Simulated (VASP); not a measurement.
# Al3Cu2 (Cm) in VASP: a series of runs, part 2 of 2

VASP 6.6.1.

## (5) Single point, PBEsol (atom 2 (Al) moved +0.100 Å along Cartesian [0 1 0])

INCAR

```
SYSTEM = Al3Cu2
ALGO     = Fast           ! electronic algorithm
EDIFF    = 1E-6           ! SCF threshold, eV
ENCUT    = 520            ! plane-wave cutoff, eV
GGA      = PS             ! functional
ISIF     = 2              ! what is computed and relaxed
ISMEAR   = 0              ! smearing method
LASPH    = .True.         ! aspherical terms in the spheres
LCHARG   = .False.        ! write CHGCAR
LREAL    = .False.        ! projectors in reciprocal space
LWAVE    = .False.        ! write WAVECAR
NBANDS   = 24             ! bands
NELM     = 100            ! most SCF steps
PREC     = Accurate       ! precision mode
SIGMA    = 0.15           ! smearing width, eV
```

KPOINTS

```
k-points
0
Gamma
  12 12 10
  0 0 0
```

POSCAR

```
Al3Cu2
1.0
    4.0985856014      0.0000000000      0.0000000000
   -2.0492928007      3.5494792504      0.0000000000
    0.0000000000      0.0000000000      4.9821008425
Al Cu
3 2
Direct
    0.0000000000      0.0000000000      0.0000000000
    0.3474199067      0.6948398135      0.3515059809
    0.6666666667      0.3333333333      0.6484940191
    0.3333333333      0.6666666667      0.8422899817
    0.6666666667      0.3333333333      0.1577100183
```

Potentials or basis: VASP PAW PBE potentials, release 64 (Al, Cu).

Run with:

```
$ cat potpaw_PBE.64/Al/POTCAR potpaw_PBE.64/Cu/POTCAR > POTCAR
$ mpirun -np 1 vasp_std > vasp.out
```

OUTCAR:

```text
SYSTEM = Al3Cu2
   EDIFF = 1E-6
   ENCUT = 520
   GGA = PS
   ISIF = 2
   ISMEAR = 0
   LASPH = .True.
   LREAL = .False.
   NELM = 100
   PREC = Accurate

 ion  position               nearest neighbor table
   1  0.000  0.000  0.000-   4 2.49   5 2.49   5 2.49   4 2.49   5 2.49   4 2.49   2 2.91   2 2.91
                             3 2.94   3 2.94   3 2.94   2 3.02
   2  0.347  0.695  0.352-   4 2.45   5 2.46   4 2.54   5 2.60   5 2.60   3 2.71   3 2.83   3 2.83
                             1 2.91   1 2.91   1 3.02
   3  0.667  0.333  0.648-   5 2.45   5 2.54   4 2.56   4 2.56   4 2.56   2 2.71   2 2.83   2 2.83
                             1 2.94   1 2.94   1 2.94
   4  0.333  0.667  0.842-   2 2.45   1 2.49   1 2.49   1 2.49   2 2.54   3 2.56   3 2.56   3 2.56

   5  0.667  0.333  0.158-   3 2.45   2 2.46   1 2.49   1 2.49   1 2.49   3 2.54   2 2.60   2 2.60

  LATTYP: Found a hexagonal cell.
 ALAT       =     4.0985856014
 C/A-ratio  =     1.2155658871

  Lattice vectors:

 A1 = (   4.0985856014,   0.0000000000,   0.0000000000)
 A2 = (  -2.0492928007,   3.5494792504,   0.0000000000)
 A3 = (   0.0000000000,   0.0000000000,   4.9821008425)

Analysis of symmetry for initial positions (statically):
=====================================================================
 Subroutine PRICEL returns:
 Original cell was already a primitive cell.

 Routine SETGRP: Setting up the symmetry group for a
 hexagonal supercell.

 Subroutine GETGRP returns: Found  2 space group operations
 (whereof  2 operations were pure point group operations)
 out of a pool of 24 trial point group operations.

The static configuration has the point symmetry C_1h.

Analysis of symmetry for dynamics (positions and initial velocities):
=====================================================================
 Subroutine PRICEL returns:
 Original cell was already a primitive cell.

 Routine SETGRP: Setting up the symmetry group for a
 hexagonal supercell.

 Subroutine GETGRP returns: Found  2 space group operations
 (whereof  2 operations were pure point group operations)
 out of a pool of 24 trial point group operations.

The dynamic configuration has the point symmetry C_1h.

 Subroutine INISYM returns: Found  2 space group operations
 (whereof  2 operations are pure point group operations),
 and found     1 'primitive' translations

----------------------------------------------------------------------------------------

                                     Primitive cell

  volume of cell :      72.4788

  direct lattice vectors                    reciprocal lattice vectors
     4.098585601  0.000000000  0.000000000     0.243986608  0.140865734  0.000000000
    -2.049292801  3.549479250  0.000000000     0.000000000  0.281731468  0.000000000
     0.000000000  0.000000000  4.982100843     0.000000000  0.000000000  0.200718539

  length of vectors
     4.098585601  4.098585601  4.982100843     0.281731468  0.281731468  0.200718539

  position of ions in fractional coordinates (direct lattice)
     0.000000000  0.000000000  0.000000000
     0.347419907  0.694839814  0.351505981
     0.666666667  0.333333333  0.648494019
     0.333333333  0.666666667  0.842289982
     0.666666667  0.333333333  0.157710018

[... 35 lines left out ...]
            Coordinates               Weight
  0.000000  0.000000  0.000000      1.000000
  0.083333 -0.000000  0.000000      4.000000
  0.000000  0.083333  0.000000      2.000000
  0.166667  0.000000  0.000000      4.000000
  0.000000  0.166667  0.000000      2.000000
  0.250000  0.000000  0.000000      4.000000
[... 16 lines left out ...]
 -0.083333  0.416667  0.000000      4.000000
 -0.416667  0.333333  0.000000      4.000000
 [... further k-points ...]
   k-points           NKPTS =    398   k-points in BZ     NKDIM =    398   number of bands    NBANDS=     24
   number of dos      NEDOS =    301   number of ions     NIONS =      5
   total plane-waves  NPLWV =  36000
   dimension x,y,z NGX =    30 NGY =   30 NGZ =   40
   dimension x,y,z NGXF=    60 NGYF=   60 NGZF=   80
   ions per type =               3   2
   NGX,Y,Z   is equivalent  to a cutoff of  12.17, 12.17, 13.35 a.u.
   NGXF,Y,Z  is equivalent  to a cutoff of  24.34, 24.34, 26.69 a.u.
 SYSTEM =  Al3Cu2
   PREC   = accura    normal or accurate (medium, high low for compatibility)
   ISTART =      0    job   : 0-new  1-cont  2-samecut
   ICHARG =      2    charge: 1-file 2-atom 10-const
   ISPIN  =      1    spin polarized calculation?
   LNONCOLLINEAR =      F non collinear calculations
   LSORBIT =      F    spin-orbit coupling
   LASPH  =      T    aspherical Exc in radial PAW
   ENCUT  =  520.0 eV  38.22 Ry    6.18 a.u.   7.62  7.62  9.26*2*pi/ulx,y,z
   NELM   =    100;   NELMIN=  2; NELMDL= -5     # of ELM steps
   EDIFF  = 0.1E-05   stopping-criterion for ELM
   LREAL  =      F    real-space projection
   EDIFFG = 0.1E-04   stopping-criterion for IOM
   NSW    =      0    number of steps for IOM
   IBRION =     -1    ionic relax: 0-MD 1-quasi-New 2-CG
   NFREE  =      0    steps in history (QN), initial steepest desc. (CG)
   ISIF   =      2    stress and relaxation
   ISYM   =      2    0-nonsym 1-usesym 2-fastsym
   POTIM  = 0.5000    time-step for ionic-motion
   TEBEG  =    0.0;   TEEND  =   0.0 temperature during run
   PSTRESS=    0.0 pullay stress
   NELECT =      31.0000    total number of electrons
   NUPDOWN=      -1.0000    fix difference up-down
   EMIN   =  10.00;   EMAX   =-10.00  energy-range for DOS
   EFERMI =   0.00;   METHOD = LEGACY
   ISMEAR =     0;   SIGMA  =   0.15  broadening in eV -4-tet -1-fermi 0-gaus
   EFERMI_NEDOS =   21; number of points for ismear=-14 and -15
   IALGO  =     68    algorithm
   IMIX   =      4    mixing-type and parameters
     AMIX     =   0.40;   BMIX     =  1.00
     AMIX_MAG =   1.60;   BMIX_MAG =  1.00
  volume/ion in A,a.u.               =      14.50        97.82
  Fermi-wavevector in a.u.,A,eV,Ry     =   1.233460  2.330901 20.700218  1.521423
  Thomas-Fermi vector in A             =   2.368189
   LORBIT       =      0    0 simple, 1 ext, 2 COOP (PROOUT), +10 PAW based schemes
   GGA     = PS    functional components
   LHFCALC =     F    Hartree Fock is set to
   AEXX    =    0.0000 exact exchange contribution
   IVDW    =     0    specifies the selected vdW correction
   LEPSILON=     F    determine dielectric tensor
   LRPA    =     F    only Hartree local field effects (RPA)
 non-spin polarized calculation
 RMM-DIIS sequential band-by-band and
 Gauss-broadening in eV      SIGMA  =   0.15
  energy-cutoff  :      520.00
  volume of cell :       72.48
 maximum number of plane-waves:      1986
   NGX = 15   NGY = 15   NGZ = 19

 number of electron      30.9999980 magnetization

 Free energy of the ion-electron system (eV)
  ---------------------------------------------------
  ext. energy  EPLUGINS =         0.00000000
  ---------------------------------------------------
  free energy    TOTEN  =       -21.69683670 eV

  energy without entropy =      -21.68237103  energy(sigma->0) =      -21.68960387

 E-fermi :   8.2890     XC(G=0): -11.0665

 val. band max:        8.2861725350   @ k =   0.3333  -0.2500   0.3000
 cond. band min:       8.2977797665   @ k =  -0.4167   0.3333   0.0000
 fundamental gap:      0.0116072315
 Fermi energy:         8.2889557052

 k-point     1 :       0.0000    0.0000    0.0000
  band No.  band energies     occupation
      1      -2.9653      2.00000
      2       1.8741      2.00000
      3       2.3917      2.00000
      4       2.9318      2.00000
      5       2.9419      2.00000
      6       3.2931      2.00000
[... 637 lines left out ...]
     23      14.4641      0.00000
     24      16.7380      0.00000

 [... further k-points ...]

------------------------ aborting loop because EDIFF is reached ----------------------------------------

  FORCE on cell =-STRESS in cart. coord.  units (eV):
  Direction    XX          YY          ZZ          XY          YZ          ZX
  --------------------------------------------------------------------------------------
  -------------------------------------------------------------------------------------
  Total       -0.4560649      0.4259840      0.0688998      0.0000000     -0.0569295      0.0000000
  in kB      -10.0815211      9.4165698      1.5230613      0.0000000     -1.2584520      0.0000000
  external PRESSURE =       0.2860367 kB  Pullay stress =       0.0000000 kB

 VOLUME and BASIS-vectors are now :
 -----------------------------------------------------------------------------
  energy-cutoff  :      520.00
  volume of cell :       72.48
      direct lattice vectors                 reciprocal lattice vectors
     4.098585601  0.000000000  0.000000000     0.243986608  0.140865734  0.000000000
    -2.049292801  3.549479250  0.000000000     0.000000000  0.281731468  0.000000000
     0.000000000  0.000000000  4.982100843     0.000000000  0.000000000  0.200718539

 POSITION                                       TOTAL-FORCE (eV/Angst)
 -----------------------------------------------------------------------------------
      0.00000      0.00000      0.00000         0.000000      0.081938     -0.011605
     -0.00000      2.46632      1.75124         0.000000     -0.537785      0.017214
      2.04929      1.18316      3.23086        -0.000000      0.200573      0.024845
     -0.00000      2.36632      4.19637         0.000000     -0.042293      0.001488
      2.04929      1.18316      0.78573        -0.000000      0.297568     -0.031942
 -----------------------------------------------------------------------------------
    total drift:                               -0.000001      0.000081      0.000091

  FREE ENERGIE OF THE ION-ELECTRON SYSTEM (eV)
  ---------------------------------------------------
  free  energy   TOTEN  =       -21.6968367023 eV

  energy  without entropy=      -21.6823710285  energy(sigma->0) =      -21.68960387
```

Run time: 19 min. Hardware: 1 thread of Oxide Virtual Turin-like, shared host; peak memory 0.61 GiB.

Results:

```
Free energy   : -21.6968 eV
Pressure      : 0.0 GPa
Largest force : 0.538 eV/Å
```

Forces in eV/Å, atoms in the order of the input:
```
Al   0.000  0.082 -0.012
Al   0.000 -0.538  0.017
Al   0.000  0.201  0.025
Cu   0.000 -0.042  0.001
Cu   0.000  0.298 -0.032
```

Stress tensor (GPa, compression positive):
```
-1.01  0.00  0.00
 0.00  0.94 -0.13
 0.00 -0.13  0.15
```

Caveat: the cell differs from its parent crystal (atom 2 (Al) moved +0.100 Å along Cartesian [0 1 0]); the PAW data sets were made with another functional, which shifts forces and pressure a little.
